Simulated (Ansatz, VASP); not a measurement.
## SnSe2 in VASP and in Ansatz

```
CELL_PARAMETERS angstrom
-3.81100 0.00000 0.00000
-1.90550 -3.30042 0.00000
0.00000 0.00000 18.27400
ATOMIC_POSITIONS crystal
Sn 0.00000 0.00000 0.50375
Sn 0.00000 0.00000 0.16792
Se 0.33333 0.33333 0.58771
Se 0.33333 0.33333 0.25187
Se 0.66667 0.66667 0.08396
Se 0.66667 0.66667 0.41979
```

Alike in both runs: task single point; functional PBE; dispersion D3(BJ); k mesh 8 × 8 × 3; occupations gaussian, width 0.05 eV; no spin polarisation.

|  | VASP | Ansatz |
| --- | --- | --- |
| version | VASP 6.6.1 | Ansatz 0.2.0 |
| potentials or method | VASP PAW PBE potentials, release 64 (Sn_d, Se), cutoff 520 eV | scalar-relativistic, plane waves, PAW |
| valence electrons in the cell | 52 | 92 |

```csv
,VASP,Ansatz,Ansatz less VASP
gap on the k mesh at the Fermi level (eV),0.87,0.88,+0.003
least direct gap on the mesh (eV),1.14,1.14,+0.003
rms of the force components (eV/Å),0.351,0.343,-0.0077
```

Atom by atom the forces differ by 0.008 eV/Å (rms over components). VASP's potentials hold 52 valence electrons a cell and Ansatz's 92, so a difference there can come from the potentials and not from the codes. Ansatz's warnings: xc potential rough in thin density.
